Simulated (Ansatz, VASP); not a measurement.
AlZn3 in VASP and in Ansatz

```
CELL_PARAMETERS angstrom
4.82045 0.00000 0.00000
0.00000 4.82045 0.00000
0.00000 0.00000 4.82045
ATOMIC_POSITIONS crystal
Al 0.00000 0.00000 0.00000
Al 0.50000 0.50000 0.50000
Zn 0.25000 0.00000 0.50000
Zn 0.50000 0.75000 0.00000
Zn 0.75000 0.00000 0.50000
Zn 0.50000 0.25000 0.00000
Zn 0.00000 0.50000 0.75000
Zn 0.00000 0.50000 0.25000
```

Change from the starting cell: species swapped into the Cr3Ga type (Pm-3n, No. 223).

Alike in both runs: task single point; functional PBE; k mesh 4 × 4 × 4; occupations gaussian, width 0.1 eV; no spin polarisation.

```csv
,VASP,Ansatz
version,VASP 6.6.1,Ansatz 0.2.0
potentials or method,"VASP PAW PBE potentials, release 64 (Al, Zn), cutoff 520 eV","scalar-relativistic, plane waves, PAW"
valence electrons in the cell,78,78
```

|  | VASP | Ansatz | Ansatz less VASP |
| --- | --- | --- | --- |
| gap on the k mesh at the Fermi level (eV) | none | none | - |
| pressure (GPa) | 13.4 | 13.1 | -0.30 |

A gap of «none» marks a metal or a gap that the smearing closes.
